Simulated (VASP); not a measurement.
Wanted: the native input for a VASP 6.6.1 run.

```
Task                   : single point
Functional             : PBE
Potentials or basis    : VASP PAW PBE potentials, release 64 (Bi_d, Te)
Cutoff                 : 520 eV
k mesh                 : 6 × 6 × 6
Occupations            : fermi-dirac, width 0.05 eV
Spin                   : no spin polarisation
Dipole correction      : no
Further INCAR settings : ALGO = Normal; EDIFF = 1e-06; NBANDS = 32
```

The structure of Bi2Te3 lies in POSCAR:

```
Bi2Te3
1.0
    2.2267528939      1.2856163126     10.0288745875
   -2.2267528939      1.2856163126     10.0288745875
    0.0000000000     -2.5712326252     10.0288745875
Bi Te
2 3
Direct
    0.1880000000      0.1880000000      0.1880000000
    0.5980000000      0.5980000000      0.5980000000
    0.3890000000      0.3890000000      0.3890000000
    0.8000000000      0.8000000000      0.8000000000
    0.0000000000      0.0000000000      0.0000000000
```

One way to write it, as run:

INCAR

```
SYSTEM = Bi2Te3
PREC = Accurate
ENCUT = 520
EDIFF = 1E-6
ISMEAR = -1
SIGMA = 0.05
LREAL = .False.
LASPH = .True.
NELM = 60
ALGO = Normal
ISIF = 2
LWAVE = .False.
LCHARG = .True.
GGA = PE
LELF = .True.
LVHAR = .True.
NBANDS = 32
```

KPOINTS

```
regular mesh
0
Gamma
  6 6 6
  0 0 0
```

Potentials or basis: VASP PAW PBE potentials, release 64 (Bi_d, Te).

Command:

```console
$ cat potpaw_PBE.64/Bi_d/POTCAR potpaw_PBE.64/Te/POTCAR > POTCAR
$ mpirun -np 1 vasp_std > vasp.out
```

It gave:

```yaml
Pressure: 0.4 GPa
Largest_force: 1.161 eV/Å
Band_gap_on_the_k_mesh: zero (bands 24 and 25 overlap by 0.10 eV)
```

Caveat: spin-orbit coupling is left out, which moves the levels of the heavy elements; forces of over 1 eV/Å act on the atoms, so gaps and moduli don't describe the material at rest.

Wall time 11 min on 1 thread of AMD EPYC 9R45 96-Core Processor (Zen 5) (shared host), peak memory 0.9 GiB.
